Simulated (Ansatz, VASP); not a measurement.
# BN in VASP and in Ansatz

INCAR

```
  PREC = Accurate
  ENCUT = 520
  EDIFF = 1E-6
  ISMEAR = 0
  SIGMA = 0.05
  LREAL = F
  LASPH = T
  NELM = 60
  ALGO = Normal
  ISIF = 2
  LWAVE = F
  LCHARG = F
  GGA = PE
  NBANDS = 16
```

The input KPOINTS:

```
Automatic mesh
0
Gamma
  12 12 6
```

The input POSCAR:

```
BN
1.0
    2.5539396017      0.0000000000      0.0000000000
   -1.2769698009      2.2117765748      0.0000000000
    0.0000000000      0.0000000000      4.2268550000
B N
2 2
Direct
    0.6666666667      0.3333333333      0.9997240000
    0.3333333333      0.6666666667      0.4997240000
    0.6666666667      0.3333333333      0.6725925036
    0.3333333333      0.6666666667      0.1252760000
```

Input for Ansatz:

```yaml
crystal:
  lattice:
    - [2.5539396017, 0.0, 0.0]
    - [-1.2769698009, 2.2117765748, 0.0]
    - [0.0, 0.0, 4.226855]
  atoms:
    - { symbol: B, position: [0.6666666667, 0.3333333333, 0.999724] }
    - { symbol: B, position: [0.3333333333, 0.6666666667, 0.499724] }
    - { symbol: "N", position: [0.6666666667, 0.3333333333, 0.6725925036] }
    - { symbol: "N", position: [0.3333333333, 0.6666666667, 0.125276] }
basis:
  ecutwfc: 420
kpoints:
  mp_grid: { grid: [12, 12, 6] }
hamiltonian:
  xc: pbe
scf:
  occupations: { method: gaussian, width: 0.05 }
output:
  forces: true
  stress: true
  eigenvalues: true
```

Alike in both runs: task single point; functional PBE; k mesh 12 × 12 × 6; occupations gaussian, width 0.05 eV; no spin polarisation.

|  | VASP | Ansatz |
| --- | --- | --- |
| version | VASP 6.6.1 | Ansatz 0.2.0 |
| potentials or method | VASP PAW PBE potentials, release 64 (B, N), cutoff 520 eV | scalar-relativistic, plane waves, PAW |
| valence electrons in the cell | 16 | 16 |

|  | VASP | Ansatz | Ansatz less VASP |
| --- | --- | --- | --- |
| gap on the k mesh at the Fermi level (eV) | 3.38 | 3.39 | +0.015 |
| least direct gap on the mesh (eV) | 7.14 | 7.14 | +0.005 |
| pressure (GPa) | 8.3 | 8.2 | -0.18 |
| traceless stress, the component that is largest in VASP (GPa) | 11.20 | 11.00 | -0.197 |
| rms of the force components (eV/Å) | 3.229 | 3.222 | -0.0066 |

Atom by atom the forces differ by 0.007 eV/Å (rms over components). With one functional, cell and mesh, what is left measures potentials, basis and numerics.
